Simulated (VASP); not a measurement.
# Ni (Im-3m) in VASP: a series of runs

Ni is run at these levels: PBEsol; tasks: single point, relaxation of cell and atoms.

Program: VASP 6.6.1. These are calculated values, not measurements. Logs are shortened: lines on timing, memory, paths and dates and some standing lists are left out, and cuts for length are marked.

### Step 1. The cell of the first run

The structure is cubic, space group Im-3m (No. 229). Conventional cell: a = 2.827 Å, b = 2.827 Å, c = 2.827 Å, α = 90.00°, β = 90.00°, γ = 90.00°. Ni (site symmetry m-3m) has 14 Ni at 2.45 to 2.83 Å within 3.2 Å.

### Step 2. Single point, PBEsol, collinear spin, ferromagnetic start (volume scaled by 1.08)

Contents of INCAR:

```
  ALGO = Normal
  EDIFF = 1E-6
  ENCUT = 600
  GGA = PS
  GGA_COMPAT = False
  ISIF = 2
  ISMEAR = -1
  ISPIN = 2
  LASPH = True
  LCHARG = True
  LELF = True
  LMAXMIX = 4
  LORBIT = 11
  LREAL = False
  LVHAR = True
  LWAVE = False
  MAGMOM = 0.562
  NBANDS = 15
  NELM = 200
  PREC = Accurate
  SIGMA = 0.05
```

Contents of KPOINTS:

```
k-points
0
Gamma
  18 18 18
```

Contents of POSCAR:

```
Ni
1.0
   -1.4136384658      1.4136384658      1.4136384658
    1.4136384658     -1.4136384658      1.4136384658
    1.4136384658      1.4136384658     -1.4136384658
Ni
1
Direct
    0.0000000000      0.0000000000      0.0000000000
```

Potentials or basis: VASP PAW PBE potentials, release 64 (Ni).

Launch:

```sh
> cat potpaw_PBE.64/Ni/POTCAR > POTCAR
> mpirun -np 1 vasp_std > vasp.out
```

OUTCAR:

```text
EDIFF = 1E-6
   ENCUT = 600
   GGA = PS
   ISIF = 2
   ISMEAR = -1
   ISPIN = 2
   LASPH = True
   LORBIT = 11
   LREAL = False
   NELM = 200
   PREC = Accurate

 ion  position               nearest neighbor table
   1  0.000  0.000  0.000-

  LATTYP: Found a body centered cubic cell.
 ALAT       =     2.8272769316

  Lattice vectors:

 A1 = (  -1.4136384658,   1.4136384658,   1.4136384658)
 A2 = (   1.4136384658,  -1.4136384658,   1.4136384658)
 A3 = (   1.4136384658,   1.4136384658,  -1.4136384658)

Analysis of symmetry for initial positions (statically):
=====================================================================
 Subroutine PRICEL returns:
 Original cell was already a primitive cell.

 Routine SETGRP: Setting up the symmetry group for a
 body centered cubic supercell.

 Subroutine GETGRP returns: Found 48 space group operations
 (whereof 48 operations were pure point group operations)
 out of a pool of 48 trial point group operations.

The static configuration has the point symmetry O_h .

Analysis of symmetry for dynamics (positions and initial velocities):
=====================================================================
 Subroutine PRICEL returns:
 Original cell was already a primitive cell.

 Routine SETGRP: Setting up the symmetry group for a
 body centered cubic supercell.

 Subroutine GETGRP returns: Found 48 space group operations
 (whereof 48 operations were pure point group operations)
 out of a pool of 48 trial point group operations.

The dynamic configuration has the point symmetry O_h .

Analysis of structural, dynamic, and magnetic symmetry:
=====================================================================
 Subroutine PRICEL returns:
 Original cell was already a primitive cell.

 Routine SETGRP: Setting up the symmetry group for a
 body centered cubic supercell.

 Subroutine GETGRP returns: Found 48 space group operations
 (whereof 48 operations were pure point group operations)
 out of a pool of 48 trial point group operations.

The overall configuration has the point symmetry O_h .

 Subroutine INISYM returns: Found 48 space group operations
 (whereof 48 operations are pure point group operations),
 and found     1 'primitive' translations

----------------------------------------------------------------------------------------

                                     Primitive cell

  volume of cell :      11.2999

  direct lattice vectors                    reciprocal lattice vectors
    -1.413638466  1.413638466  1.413638466     0.000000000  0.353697223  0.353697223
     1.413638466 -1.413638466  1.413638466     0.353697223  0.000000000  0.353697223
     1.413638466  1.413638466 -1.413638466     0.353697223  0.353697223  0.000000000

  length of vectors
     2.448493646  2.448493646  2.448493646     0.500203410  0.500203410  0.500203410

  position of ions in fractional coordinates (direct lattice)
     0.000000000  0.000000000  0.000000000

  ion indices of the primitive-cell ions
   primitive index   ion index
                 1           1

----------------------------------------------------------------------------------------

 KPOINTS: k-points

Automatic generation of k-mesh.
 Grid dimensions read from file:
 generate k-points for:   18   18   18

 Generating k-lattice:

  Cartesian coordinates                     Fractional coordinates (reciprocal lattice)
     0.000000000  0.019649846  0.019649846     0.055555556  0.000000000  0.000000000
     0.019649846  0.000000000  0.019649846     0.000000000  0.055555556  0.000000000
     0.019649846  0.019649846  0.000000000     0.000000000  0.000000000  0.055555556

  Length of vectors
     0.027789078  0.027789078  0.027789078

  Shift w.r.t. Gamma in fractional coordinates (k-lattice)
     0.000000000  0.000000000  0.000000000

 Subroutine IBZKPT returns following result:
 ===========================================

 Found    195 irreducible k-points:

 Following reciprocal coordinates:
            Coordinates               Weight
  0.000000  0.000000  0.000000      1.000000
  0.055556  0.000000  0.000000     12.000000
  0.111111  0.000000  0.000000     12.000000
  0.166667  0.000000  0.000000     12.000000
  0.222222  0.000000  0.000000     12.000000
  0.277778  0.000000  0.000000     12.000000
[... 16 lines left out ...]
  0.333333  0.111111 -0.000000     48.000000
  0.388889  0.111111 -0.000000     48.000000
 [... further k-points ...]
   k-points           NKPTS =    195   k-points in BZ     NKDIM =    195   number of bands    NBANDS=     15
   number of dos      NEDOS =    301   number of ions     NIONS =      1
   total plane-waves  NPLWV =   8000
   dimension x,y,z NGX =    20 NGY =   20 NGZ =   20
   dimension x,y,z NGXF=    40 NGYF=   40 NGZF=   40
   ions per type =               1
   NGX,Y,Z   is equivalent  to a cutoff of  13.58, 13.58, 13.58 a.u.
   NGXF,Y,Z  is equivalent  to a cutoff of  27.16, 27.16, 27.16 a.u.
 SYSTEM =  unknown system
   PREC   = accura    normal or accurate (medium, high low for compatibility)
   ISTART =      0    job   : 0-new  1-cont  2-samecut
   ICHARG =      2    charge: 1-file 2-atom 10-const
   ISPIN  =      2    spin polarized calculation?
   LNONCOLLINEAR =      F non collinear calculations
   LSORBIT =      F    spin-orbit coupling
   LASPH  =      T    aspherical Exc in radial PAW
   ENCUT  =  600.0 eV  44.10 Ry    6.64 a.u.   4.89  4.89  4.89*2*pi/ulx,y,z
   NELM   =    200;   NELMIN=  2; NELMDL= -5     # of ELM steps
   EDIFF  = 0.1E-05   stopping-criterion for ELM
   LREAL  =      F    real-space projection
   EDIFFG = 0.1E-04   stopping-criterion for IOM
   NSW    =      0    number of steps for IOM
   IBRION =     -1    ionic relax: 0-MD 1-quasi-New 2-CG
   NFREE  =      0    steps in history (QN), initial steepest desc. (CG)
   ISIF   =      2    stress and relaxation
   ISYM   =      2    0-nonsym 1-usesym 2-fastsym
   POTIM  = 0.5000    time-step for ionic-motion
   TEBEG  =    0.0;   TEEND  =   0.0 temperature during run
   PSTRESS=    0.0 pullay stress
   NELECT =      10.0000    total number of electrons
   NUPDOWN=      -1.0000    fix difference up-down
   EMIN   =  10.00;   EMAX   =-10.00  energy-range for DOS
   EFERMI =   0.00;   METHOD = LEGACY
   ISMEAR =    -1;   SIGMA  =   0.05  broadening in eV -4-tet -1-fermi 0-gaus
   EFERMI_NEDOS =   21; number of points for ismear=-14 and -15
   IALGO  =     38    algorithm
   IMIX   =      4    mixing-type and parameters
     AMIX     =   0.40;   BMIX     =  1.00
     AMIX_MAG =   1.60;   BMIX_MAG =  1.00
  volume/ion in A,a.u.               =      11.30        76.26
  Fermi-wavevector in a.u.,A,eV,Ry     =   1.571749  2.970175 33.611756  2.470394
  Thomas-Fermi vector in A             =   2.673286
   LORBIT       =     11    0 simple, 1 ext, 2 COOP (PROOUT), +10 PAW based schemes
   GGA     = PS    functional components
   LHFCALC =     F    Hartree Fock is set to
   AEXX    =    0.0000 exact exchange contribution
   IVDW    =     0    specifies the selected vdW correction
   LEPSILON=     F    determine dielectric tensor
   LRPA    =     F    only Hartree local field effects (RPA)
 spin polarized calculation
  energy-cutoff  :      600.00
  volume of cell :       11.30
 maximum number of plane-waves:       394
   NGX =  9   NGY =  9   NGZ =  9

 number of electron      10.0000000 magnetization       0.5620000

 number of electron       9.9999993 magnetization       0.5743132

 Free energy of the ion-electron system (eV)
  ---------------------------------------------------
  ext. energy  EPLUGINS =         0.00000000
  ---------------------------------------------------
  free energy    TOTEN  =        -6.00077399 eV

  energy without entropy =       -5.98575378  energy(sigma->0) =       -5.99326388

 E-fermi :   8.5459     XC(G=0): -13.2068

 val. band max:        8.5455656295   @ k =  -0.3333   0.3333   0.1111
 cond. band min:       8.5467140764   @ k =  -0.2778   0.3889   0.0556
 fundamental gap:      0.0011484469
 Fermi energy:         8.5458870027

 spin component 1

 k-point     1 :       0.0000    0.0000    0.0000
  band No.  band energies     occupation
      1      -0.1336      1.00000
      2       6.3361      1.00000
      3       6.3361      1.00000
      4       6.3361      1.00000
      5       7.6784      1.00000
      6       7.6784      1.00000
      7      34.5810      0.00000
      8      34.5810      0.00000
      9      34.5810      0.00000
     10      39.2107      0.00000
     11      39.2107      0.00000
     12      39.8060      0.00000
     13      39.8060      0.00000
     14      39.8060      0.00000
     15      40.7506      0.00000

 k-point     2 :       0.0556    0.0000    0.0000
  band No.  band energies     occupation
      1      -0.0092      1.00000
      2       6.3086      1.00000
      3       6.3346      1.00000
      4       6.3911      1.00000
      5       7.6503      1.00000
      6       7.6805      1.00000
      7      33.4689      0.00000
      8      34.3271      0.00000
      9      34.3801      0.00000
     10      38.0427      0.00000
     11      38.0819      0.00000
     12      38.1203      0.00000
     13      39.9206      0.00000
     14      41.1941      0.00000
     15      41.5672      0.00000
[... 365 lines left out ...]
      3       6.6220      1.00000
      4       7.5290      1.00000
      5       7.8856      1.00000
      6       8.9619      0.00024
      7      17.6124      0.00000
      8      24.7915      0.00000
      9      28.1413      0.00000
     10      33.5922      0.00000
     11      38.0055      0.00000
     12      40.8543      0.00000
     13      46.7612      0.00000
     14      51.0255      0.00000
     15      52.0041      0.00000

 k-point    24 :       0.3889    0.1111   -0.0000
  band No.  band energies     occupation
      1       4.3080      1.00000
      2       5.5278      1.00000
      3       7.0098      1.00000
      4       7.5712      1.00000
      5       7.9824      0.99999
      6       9.7639      0.00000
      7      15.6737      0.00000
      8      24.3844      0.00000
      9      27.6638      0.00000
     10      33.4585      0.00000
     11      37.9532      0.00000
     12      41.6663      0.00000
     13      46.8911      0.00000
     14      50.5647      0.00000
     15      54.2925      0.00000

 [... further k-points ...]

 spin component 2

 k-point     1 :       0.0000    0.0000    0.0000
  band No.  band energies     occupation
      1      -0.1331      1.00000
      2       7.0041      1.00000
      3       7.0041      1.00000
      4       7.0041      1.00000
      5       8.2085      0.99883
      6       8.2085      0.99883
      7      34.4997      0.00000
      8      34.4997      0.00000
      9      34.4997      0.00000
     10      39.1661      0.00000
     11      39.1661      0.00000
     12      39.9865      0.00000
     13      39.9865      0.00000
     14      39.9865      0.00000
     15      40.9073      0.00000

 k-point     2 :       0.0556    0.0000    0.0000
  band No.  band energies     occupation
      1      -0.0085      1.00000
      2       6.9747      1.00000
      3       7.0011      1.00000
      4       7.0611      1.00000
      5       8.1789      0.99935
      6       8.2107      0.99877
      7      33.4231      0.00000
      8      34.2530      0.00000
      9      34.3191      0.00000
     10      38.0825      0.00000
     11      38.2552      0.00000
     12      38.2630      0.00000
     13      39.9078      0.00000
     14      41.3327      0.00000
     15      41.6564      0.00000
[... 365 lines left out ...]
      3       6.9836      1.00000
      4       8.1189      0.99980
      5       8.4522      0.86679
      6       9.5287      0.00000
      7      17.8331      0.00000
      8      24.8786      0.00000
      9      28.2069      0.00000
     10      33.6577      0.00000
     11      38.0874      0.00000
     12      40.8837      0.00000
     13      46.8003      0.00000
     14      51.1760      0.00000
     15      52.0565      0.00000

 k-point    24 :       0.3889    0.1111   -0.0000
  band No.  band energies     occupation
      1       4.6666      1.00000
      2       6.1312      1.00000
      3       7.3683      1.00000
      4       8.1581      0.99957
      5       8.5689      0.38669
      6      10.1727      0.00000
      7      15.9603      0.00000
      8      24.4697      0.00000
      9      27.7217      0.00000
     10      33.5339      0.00000
     11      38.0409      0.00000
     12      41.6667      0.00000
     13      47.0015      0.00000
     14      50.6132      0.00000
     15      55.1824      0.00000

 [... further k-points ...]
[... 5 lines left out ...]
  --------------------------------------------------------------------------------------
  -------------------------------------------------------------------------------------
  Total       -0.9923852     -0.9923852     -0.9923852      0.0000000     -0.0000000      0.0000000
  in kB     -140.7070341   -140.7070341   -140.7070341      0.0000000     -0.0000000      0.0000000
  external PRESSURE =    -140.7070341 kB  Pullay stress =       0.0000000 kB

 VOLUME and BASIS-vectors are now :
 -----------------------------------------------------------------------------
  energy-cutoff  :      600.00
  volume of cell :       11.30
      direct lattice vectors                 reciprocal lattice vectors
    -1.413638466  1.413638466  1.413638466     0.000000000  0.353697223  0.353697223
     1.413638466 -1.413638466  1.413638466     0.353697223  0.000000000  0.353697223
     1.413638466  1.413638466 -1.413638466     0.353697223  0.353697223  0.000000000

 POSITION                                       TOTAL-FORCE (eV/Angst)
 -----------------------------------------------------------------------------------
      0.00000      0.00000      0.00000        -0.000000      0.000000     -0.000000
 -----------------------------------------------------------------------------------
    total drift:                                0.000000     -0.000000      0.000000

  FREE ENERGIE OF THE ION-ELECTRON SYSTEM (eV)
  ---------------------------------------------------
  free  energy   TOTEN  =        -6.0007739874 eV

  energy  without entropy=       -5.9857537784  energy(sigma->0) =       -5.99326388

 total charge

# of ion       s       p       d       tot
------------------------------------------
    1        0.479   0.461   8.312   9.252

 magnetization (x)

# of ion       s       p       d       tot
------------------------------------------
    1       -0.004  -0.017   0.604   0.583
```

Wall time 53 s (1 thread of Intel Xeon Platinum 8559C (Emerald Rapids), shared host); peak memory 0.17 GiB.

Results:

- Free energy: -6.0008 eV
- Pressure: -14.1 GPa
- Net moment: 0.57 μB per cell
- Site moments: Ni +0.58 μB
- Valence electrons inside the program's atomic spheres: Ni 9.25

Levels at points of the mesh, in eV from the Fermi level:
Spin up:
| k point | band 3 | band 4 | band 5 | band 6 | band 7 | band 8 |
| --- | --- | --- | --- | --- | --- | --- |
| (0.00, 0.00, 0.00) | -2.21 | -2.21 | -0.87 | -0.87 | 26.04 | 26.04 |
| (0.50, 0.00, 0.00) | -0.95 | -0.73 | -0.09 | 0.28 | 6.17 | 18.73 |
| (0.50, 0.50, 0.50) | -0.30 | -0.30 | -0.30 | 9.49 | 9.49 | 9.49 |
Spin down:
| k point | band 1 | band 2 | band 3 | band 4 | band 5 | band 6 | band 7 | band 8 | band 9 | band 10 |
| --- | --- | --- | --- | --- | --- | --- | --- | --- | --- | --- |
| (0.00, 0.00, 0.00) | -8.68 | -1.54 | -1.54 | -1.54 | -0.34 | -0.34 | 25.95 | 25.95 | 25.95 | 30.62 |
| (0.50, 0.00, 0.00) | -4.05 | -2.47 | -0.36 | -0.18 | 0.26 | 0.67 | 6.52 | 18.69 | 19.52 | 23.33 |
| (0.50, 0.50, 0.50) | -3.62 | -3.62 | 0.46 | 0.46 | 0.46 | 9.53 | 9.53 | 9.53 | 15.41 | 15.41 |

Caveat: the PAW data sets were made with another functional, which shifts forces and pressure a little.

### Step 3. Single point, PBEsol, collinear spin, ferromagnetic start (volume scaled by 1.12)

Contents of INCAR:

```
SYSTEM = Ni
PREC     = Accurate       ! precision mode
ENCUT    = 600            ! plane-wave cutoff, eV
EDIFF    = 1E-6           ! SCF threshold, eV
ISMEAR   = -1             ! smearing method
SIGMA    = 0.05           ! smearing width, eV
LREAL    = .False.        ! projectors in reciprocal space
LASPH    = .True.         ! aspherical terms in the spheres
NELM     = 200            ! most SCF steps
ALGO     = Normal         ! electronic algorithm
ISIF     = 2              ! what is computed and relaxed
LWAVE    = .False.        ! write WAVECAR
LCHARG   = .False.        ! write CHGCAR
ISPIN    = 2              ! spin polarisation
MAGMOM   = 0.562          ! initial moments
LORBIT   = 11             ! projections on sites
LMAXMIX  = 4              ! l up to which the mixer works
GGA      = PS             ! functional
NBANDS   = 15             ! bands
GGA_COMPAT= .False.
```

Contents of KPOINTS:

```
regular mesh
0
Gamma
  18 18 18
  0 0 0
```

Contents of POSCAR:

```
Ni
1.0
   -1.4308796585      1.4308796585      1.4308796585
    1.4308796585     -1.4308796585      1.4308796585
    1.4308796585      1.4308796585     -1.4308796585
Ni
1
Direct
    0.0000000000      0.0000000000      0.0000000000
```

Potentials or basis: VASP PAW PBE potentials, release 64 (Ni).

Launch:

```sh
> cat potpaw_PBE.64/Ni/POTCAR > POTCAR
> mpirun -np 1 vasp_std > vasp.out
```

Run time: 45 s. Hardware: 1 thread of Intel Xeon Platinum 8559C (Emerald Rapids), shared host; peak memory 0.18 GiB.

It converged, with:

```
Free energy                                           : -5.9577 eV
Pressure                                              : -19.0 GPa
Net moment                                            : 0.59 μB per cell
Site moments                                          : Ni +0.60 μB
Valence electrons inside the program's atomic spheres : Ni 9.20
```

Levels at points of the mesh, in eV from the Fermi level:
Spin up:
```
           k point  band 2  band 3  band 4  band 5  band 6  band 7  band 8  band 9
(0.00, 0.00, 0.00)   -2.14   -2.14   -2.14   -0.86   -0.86   25.65   25.65   25.65
(0.50, 0.00, 0.00)   -2.96   -0.94   -0.73   -0.13    0.33    5.90   18.40   18.89
(0.50, 0.50, 0.50)   -3.80   -0.33   -0.33   -0.33    9.27    9.27    9.27   14.93
```
Spin down:
| k point | band 1 | band 2 | band 3 | band 4 | band 5 | band 6 | band 7 | band 8 | band 9 | band 10 |
| --- | --- | --- | --- | --- | --- | --- | --- | --- | --- | --- |
| (0.00, 0.00, 0.00) | -8.45 | -1.46 | -1.46 | -1.46 | -0.32 | -0.32 | 25.56 | 25.56 | 25.56 | 30.00 |
| (0.50, 0.00, 0.00) | -3.87 | -2.33 | -0.34 | -0.17 | 0.30 | 0.64 | 6.25 | 18.35 | 18.99 | 22.80 |
| (0.50, 0.50, 0.50) | -3.43 | -3.43 | 0.44 | 0.44 | 0.44 | 9.31 | 9.31 | 9.31 | 15.06 | 15.06 |

Caveat: the PAW data sets were made with another functional, which shifts forces and pressure a little.

(Part 1 of 2 ends here.)
